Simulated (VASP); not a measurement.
Runs of VASP 6.6.1 on Mg. The structure is that of space group Im-3m (No. 229), or close to it. The cells are those of the table. 

```tsv
cell	gap on the mesh (eV)	pressure (GPa)
a = 3.094 Å, angles 109.2, 109.2, 110.1°, 1 atom	none	0.1
a = 3.223 Å, angles 110.6, 110.6, 107.3°, 1 atom	none	(a)
a = 3.085 Å, angles 110.9, 110.9, 106.7°, 1 atom	none	0.5
a = 3.183 Å, angles 109.6, 109.6, 109.3°, 1 atom	none	-2.5
a = 3.272 Å, angles 109.9, 109.9, 108.6°, 1 atom	none	(b)
```

Alike in all rows: task single point; level PBE; potentials or basis VASP PAW PBE potentials, release 64 (Mg); no spin polarisation; k mesh 18 × 18 × 18; cutoff (eV) 520; smearing gaussian 0.15 eV.

Question: Estimate the missing entries.

Answer: (a) -3.3; (b) -4.2.

A gap of «none» marks levels without a gap at the run's occupations.
